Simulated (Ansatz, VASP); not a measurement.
One calculation of InGaO, two programs

```
In Ga O
1.0
     4.01133    0.00000    0.00000
    -2.00566    3.47391    0.00000
     0.00000    0.00000    4.46180
In Ga O
1 1 1
Direct
  0.66667 0.33333 0.50000
  0.00000 0.00000 0.00000
  0.33333 0.66667 0.50000
```

Change from the starting cell: species swapped into the SrAlGe type (P-6m2, No. 187).

Alike in both runs: task single point; functional PBE; k mesh 6 × 6 × 4; occupations gaussian, width 0.1 eV; no spin polarisation.

|  | VASP | Ansatz |
| --- | --- | --- |
| version | VASP 6.6.1 | Ansatz 0.2.0 |
| potentials or method | VASP PAW PBE potentials, release 64 (In_d, Ga_d, O), cutoff 520 eV | scalar-relativistic, plane waves, PAW |
| valence electrons in the cell | 32 | 32 |

VASP gave:

```
gap on the k mesh at the Fermi level (eV)                     : none
pressure (GPa)                                                : -4.2
traceless stress, the component that is largest in VASP (GPa) : 3.07
```

Which values does Ansatz return?

gap on the k mesh at the Fermi level (eV): none; pressure (GPa): -4.3; traceless stress, the component that is largest in VASP (GPa): 3.16.

A gap of «none» marks a metal or a gap that the smearing closes.
